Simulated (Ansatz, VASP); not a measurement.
# One calculation of Na, two programs

File INCAR:

```
PREC = Accurate ; ENCUT = 520
EDIFF = 1E-6 ; ISMEAR = -1
SIGMA = 0.05 ; LREAL = False
LASPH = True ; NELM = 60
ALGO = Normal ; ISIF = 2
LWAVE = False ; LCHARG = False
GGA = PS ; NBANDS = 10
```

File KPOINTS:

```
Automatic mesh
0
Gamma
  13 13 13
```

File POSCAR:

```
Na
1.0
   -1.7583815614      1.7583815614      1.7583815614
    1.7583815614     -1.7583815614      1.7583815614
    1.7583815614      1.7583815614     -1.7583815614
Na
1
Direct
    0.0000000000      0.0000000000      0.0000000000
```

Input for Ansatz:

```yaml
crystal:
  lattice:
    - [-1.7583815614, 1.7583815614, 1.7583815614]
    - [1.7583815614, -1.7583815614, 1.7583815614]
    - [1.7583815614, 1.7583815614, -1.7583815614]
  atoms:
    - { symbol: Na, position: [0.0, 0.0, 0.0] }
kpoints:
  mp_grid: { grid: [13, 13, 13] }
scf:
  occupations: { method: fermi_dirac, width: 0.05 }
hamiltonian:
  xc: pbesol
  pseudopotentials: { kind: all_electron, lapw: { basis_error: 0.001 } }
output:
  forces: true
  stress: true
  eigenvalues: true
  populations: true
```

Change from the starting cell: volume scaled by 0.6, LAPW.

Alike in both runs: task single point; functional PBEsol; k mesh 13 × 13 × 13; occupations fermi-dirac, width 0.05 eV; no spin polarisation.

```csv
,VASP,Ansatz
version,VASP 6.6.1,Ansatz 0.2.0
potentials or method,"VASP PAW PBE potentials, release 64 (Na_pv), cutoff 520 eV","all-electron LAPW, scalar-relativistic"
```

Ansatz gave:

| Property | Result |
| --- | --- |
| pressure (GPa) | 10.4 |

Which values does VASP return?

Pressure (GPa): 10.3.

VASP's potentials were made for PBE, not for PBEsol. Ansatz ran all-electron here, and VASP with PAW potentials.
